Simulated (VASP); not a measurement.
# C10N in VASP: single point with PBE+D3(BJ)

Aim: the single point of C10N with PBE+D3(BJ).

Everything below comes from runs of VASP 6.6.1. Logs are shortened: lines on timing, memory, paths and dates and some standing lists are left out, and cuts for length are marked.

### 1 The cell of the first run

The cell holds a slab with vacuum, 11 atoms: a = 2.466 Å, b = 2.465 Å, c = 32.598 Å, α = 90.00°, β = 90.00°, γ = 120.01°.

### 2 Single point, PBE+D3(BJ)

Input file INCAR:

```
SYSTEM = C10N
ALGO     = Normal         ! electronic algorithm
DIPOL    = 0.5 0.5 0.498
EDIFF    = 1E-6           ! SCF threshold, eV
ENCUT    = 520            ! plane-wave cutoff, eV
GGA      = PE             ! functional
IDIPOL   = 3            
ISIF     = 2              ! what is computed and relaxed
ISMEAR   = 0              ! smearing method
IVDW     = 12             ! dispersion correction
LASPH    = .True.         ! aspherical terms in the spheres
LCHARG   = .False.        ! write CHGCAR
LDIPOL   = .True.       
LREAL    = .False.        ! projectors in reciprocal space
LWAVE    = .False.        ! write WAVECAR
NBANDS   = 34             ! bands
NELM     = 80             ! most SCF steps
PREC     = Accurate       ! precision mode
SIGMA    = 0.1            ! smearing width, eV
```

Input file KPOINTS:

```
k-points
0
Gamma
  12 12 1
  0 0 0
```

Input file POSCAR:

```
C10N
1.0
    2.4655379968      0.0000000000      0.0000000000
   -1.2327689984      2.1341461181      0.0000000000
    0.0000000000      0.0000000000     32.5979680033
C N
10 1
Direct
    0.0833101796      0.1666203592      0.2607524494
    0.4166898204      0.8333796408      0.2607524494
    0.5833101796      0.1666203592      0.3650391026
    0.9166898204      0.8333796408      0.3650391026
    0.0832969998      0.1665939996      0.4693573545
    0.4167030002      0.8334060004      0.4693573545
    0.5831944061      0.1663888122      0.5732889270
    0.9168055939      0.8336111878      0.5732889270
    0.0833295145      0.1666590290      0.6782815273
    0.4166704855      0.8333409710      0.6782815273
    0.7500000000      0.5000000000      0.7790734357
```

Potentials or basis: VASP PAW PBE potentials, release 64 (C, N).

Run with:

```bash
$ cat potpaw_PBE.64/C/POTCAR potpaw_PBE.64/N/POTCAR > POTCAR
$ mpirun -np 1 vasp_std > vasp.out
```

OUTCAR:

```text
SYSTEM = C10N
   EDIFF = 1E-6
   ENCUT = 520
   GGA = PE
   ISIF = 2
   ISMEAR = 0
   IVDW = 12
   LASPH = .True.
   LREAL = .False.
   NELM = 80
   PREC = Accurate
 IVDW          = 12

 ion  position               nearest neighbor table
   1  0.083  0.167  0.261-   2 1.42   2 1.42   2 1.42
   2  0.417  0.833  0.261-   1 1.42   1 1.42   1 1.42
   3  0.583  0.167  0.365-   4 1.42   4 1.42   4 1.42
   4  0.917  0.833  0.365-   3 1.42   3 1.42   3 1.42
   5  0.083  0.167  0.469-   6 1.42   6 1.42   6 1.42
   6  0.417  0.833  0.469-   5 1.42   5 1.42   5 1.42
   7  0.583  0.166  0.573-   8 1.42   8 1.42   8 1.42
   8  0.917  0.834  0.573-   7 1.42   7 1.42   7 1.42
   9  0.083  0.167  0.678-  10 1.42  10 1.42  10 1.42
  10  0.417  0.833  0.678-   9 1.42   9 1.42   9 1.42
  11  0.750  0.500  0.779-

  Warning from LATTYP: Monoclinic adjustment (A1->A3, A2->A1, A3->A2)!
  LATTYP: Found a base centered orthorhombic cell.
 ALAT       =     2.4655379968
 B/A-ratio  =     1.7311808789
 C/A-ratio  =    13.2214421540

  Lattice vectors:

 A1 = (   1.2327689984,  -2.1341461181,   0.0000000000)
 A2 = (   1.2327689984,   2.1341461181,   0.0000000000)
 A3 = (   0.0000000000,   0.0000000000,  32.5979680033)

Analysis of symmetry for initial positions (statically):
=====================================================================
 Subroutine PRICEL returns:
 Original cell was already a primitive cell.

 Routine SETGRP: Setting up the symmetry group for a
 base centered orthorhombic supercell.

 Subroutine GETGRP returns: Found  4 space group operations
 (whereof  2 operations were pure point group operations)
 out of a pool of  8 trial point group operations.

The static configuration has the point symmetry C_1h.
 The point group associated with its full space group is C_2v.

Analysis of symmetry for dynamics (positions and initial velocities):
=====================================================================
 Subroutine PRICEL returns:
 Original cell was already a primitive cell.

 Routine SETGRP: Setting up the symmetry group for a
 base centered orthorhombic supercell.

 Subroutine GETGRP returns: Found  4 space group operations
 (whereof  2 operations were pure point group operations)
 out of a pool of  8 trial point group operations.

The dynamic configuration has the point symmetry C_1h.
 The point group associated with its full space group is C_2v.

 Subroutine INISYM returns: Found  4 space group operations
 (whereof  2 operations are pure point group operations),
[... 131 lines left out ...]
   IALGO  =     38    algorithm
   IMIX   =      4    mixing-type and parameters
     AMIX     =   0.40;   BMIX     =  1.00
     AMIX_MAG =   1.60;   BMIX_MAG =  1.00
  volume/ion in A,a.u.               =      15.59       105.23
  Fermi-wavevector in a.u.,A,eV,Ry     =   1.048022  1.980474 14.943947  1.098349
  Thomas-Fermi vector in A             =   2.182926
   LORBIT       =      0    0 simple, 1 ext, 2 COOP (PROOUT), +10 PAW based schemes
   GGA     = PE    functional components
   LHFCALC =     F    Hartree Fock is set to
   AEXX    =    0.0000 exact exchange contribution
   IVDW    =    12    specifies the selected vdW correction
   LEPSILON=     F    determine dielectric tensor
   LRPA    =     F    only Hartree local field effects (RPA)
 non-spin polarized calculation
 Gauss-broadening in eV      SIGMA  =   0.10
  energy-cutoff  :      520.00
  volume of cell :      171.52
 maximum number of plane-waves:      4686
   NGX =  9   NGY =  9   NGZ =121

 dipolmoment           0.000000      0.000000     -0.010906 electrons x Angstroem

 number of electron      44.9999990 magnetization

 dipolmoment           0.000000      0.000000      0.094840 electrons x Angstroem

 Free energy of the ion-electron system (eV)
  ---------------------------------------------------
  ext. energy  EPLUGINS =         0.00000000
  ---------------------------------------------------
  free energy    TOTEN  =       -95.11210124 eV

  energy without entropy =      -95.10657173  energy(sigma->0) =      -95.10933649

 E-fermi :  -0.1160     XC(G=0):  -6.4404

 val. band max:       -0.2195749602   @ k =   0.0833   0.3333   0.0000
 cond. band min:      -0.1148528369   @ k =   0.3333   0.3333   0.0000
 fundamental gap:      0.1047221233
 Fermi energy:        -0.1160457599

 k-point     1 :       0.0000    0.0000    0.0000
  band No.  band energies     occupation
      1     -19.6997      2.00000
      2     -19.6103      2.00000
      3     -19.5223      2.00000
      4     -19.4250      2.00000
      5     -18.7876      2.00000
      6     -14.2802      2.00000
[... 877 lines left out ...]
     33      10.0280      0.00000
     34      10.6639      0.00000

 [... further k-points ...]

------------------------ aborting loop because EDIFF is reached ----------------------------------------

 vacuum level on the upper side and lower side of the slab       (xc-potential included)         1.326        -1.814

 Edisp (eV)   -1.51637

 E8    (eV) :    -0.4331

  FORCE on cell =-STRESS in cart. coord.  units (eV):
  Direction    XX          YY          ZZ          XY          YZ          ZX
  --------------------------------------------------------------------------------------
  -------------------------------------------------------------------------------------
  Total      -3.64326    -3.47244    -0.07290     0.00000     0.00000     0.00000
  in kB     -34.03098   -32.43541    -0.68098     0.00000     0.00000     0.00000
  external pressure =      -22.38 kB  Pullay stress =        0.00 kB

 VOLUME and BASIS-vectors are now :
 -----------------------------------------------------------------------------
  energy-cutoff  :      520.00
  volume of cell :      171.52
      direct lattice vectors                 reciprocal lattice vectors
     2.465537997  0.000000000  0.000000000     0.405590991  0.234285739  0.000000000
    -1.232768998  2.134146118  0.000000000     0.000000000  0.468571478  0.000000000
     0.000000000  0.000000000 32.597968003     0.000000000  0.000000000  0.030676759

 POSITION                                       TOTAL-FORCE (eV/Angst)
 -----------------------------------------------------------------------------------
     -0.00000      0.35559      8.50000        -0.000000     -0.009417      0.001189
      0.00000      1.77855      8.50000         0.000000      0.009417      0.001189
      1.23277      0.35559     11.89953         0.000000     -0.002939     -0.000705
      1.23277      1.77855     11.89953         0.000000      0.002939     -0.000705
     -0.00000      0.35554     15.30010         0.000000     -0.005774     -0.000060
      0.00000      1.77861     15.30010         0.000000      0.005774     -0.000060
      1.23277      0.35510     18.68805         0.000000      0.003055     -0.000688
      1.23277      1.77905     18.68805         0.000000     -0.003055     -0.000688
      0.00000      0.35567     22.11060         0.000000     -0.011567      0.000022
      0.00000      1.77847     22.11060         0.000000      0.011567      0.000022
      1.23277      1.06707     25.39621         0.000000     -0.000000      0.000484
 -----------------------------------------------------------------------------------
    total drift:                                0.000000      0.000000      0.000111

  FREE ENERGIE OF THE ION-ELECTRON SYSTEM (eV)
  ---------------------------------------------------
  free  energy   TOTEN  =       -96.6284726231 eV

  energy  without entropy=      -96.6229431126  energy(sigma->0) =      -96.62570787

 vacuum level on the upper side and lower side of the slab         7.201         4.018
```

Run time: 5.9 min. Hardware: 1 thread of Intel Xeon 6975P-C (Granite Rapids), shared host; peak memory 0.37 GiB.

What came out:

```
Free energy                : -96.6285 eV
Largest force              : 0.012 eV/Å
Band gap on the k mesh     : zero (an odd number of electrons rules out a gap without spin polarisation)
Dispersion energy per atom : -0.138 eV
```

Forces in eV/Å, atoms in the order of the input:
```
C    0.000 -0.009  0.001
C    0.000  0.009  0.001
C    0.000 -0.003 -0.001
C    0.000  0.003 -0.001
C    0.000 -0.006  0.000
C    0.000  0.006  0.000
C    0.000  0.003 -0.001
C    0.000 -0.003 -0.001
C    0.000 -0.012  0.000
C    0.000  0.012  0.000
N    0.000  0.000  0.000
```
